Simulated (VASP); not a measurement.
Set up this calculation in VASP 6.6.1, as the native input.

| Item | Value |
| --- | --- |
| Task | relaxation of cell and atoms |
| Functional | PBE |
| Potentials or basis | VASP PAW PBE potentials, release 64 (Mo_sv, W_sv) |
| Cutoff | 600 eV |
| k mesh | 4 × 4 × 4 |
| Occupations | gaussian, width 0.1 eV |
| Spin | no spin polarisation |
| Dipole correction | no |
| Further INCAR settings | ALGO = Normal; EDIFF = 1e-06; IBRION = 2; EDIFFG = -0.04; NSW = 90; ISIF = 3 |

The structure of Mo3W lies in POSCAR:

```
Mo3W
1.0
    3.8892602292      0.0000000000      0.0000000000
    0.0000000000      3.8892602292      0.0000000000
    0.0000000000      0.0000000000      3.8892602292
Mo W
3 1
Direct
    0.0000000000      0.5000000000      0.5000000000
    0.5000000000      0.0000000000      0.5000000000
    0.5000000000      0.5000000000      0.0000000000
    0.0000000000      0.0000000000      0.0000000000
```

The input as run:

INCAR

```
SYSTEM = Mo3W
PREC = Accurate
ENCUT = 600
EDIFF = 1E-6
ISMEAR = 0
SIGMA = 0.1
LREAL = .False.
LASPH = .True.
NELM = 80
ALGO = Normal
ISIF = 3
LWAVE = .False.
LCHARG = .False.
GGA = PE
IBRION = 2
NSW = 90
EDIFFG = -0.04
```

KPOINTS

```
regular mesh
0
Gamma
  4 4 4
  0 0 0
```

Potentials or basis: VASP PAW PBE potentials, release 64 (Mo_sv, W_sv).

Launch:

```sh
$ cat potpaw_PBE.64/Mo_sv/POTCAR potpaw_PBE.64/W_sv/POTCAR > POTCAR
$ mpirun -np 1 vasp_std > vasp.out
```

Results of the run:

```yaml
Relaxed_volume: 16.26 Å³/atom
Relaxed_cell: a = 4.022 Å, b = 4.022 Å, c = 4.022 Å, α = 90.00°, β = 90.00°, γ = 90.00°
Space_group_after_relaxing_to_0.05_Å: Pm-3m (No. 221)
Energy_gained_by_relaxing: 130.7 meV/atom
Ionic_steps: 4
Pressure_after_relaxing: -0.2 GPa
Band_gap_on_the_k_mesh: zero (band 28 reaches 13.36 eV, above the bottom of band 29 at 11.04 eV)
```

Caveat: the k points lie up to 0.39 Å⁻¹ apart in the final cell; spin-orbit coupling is left out, which moves the levels of the heavy elements.

It took 44 s on 1 thread of Intel(R) Xeon(R) 6975P-C (Granite Rapids), on a shared host, peak memory 0.19 GiB.
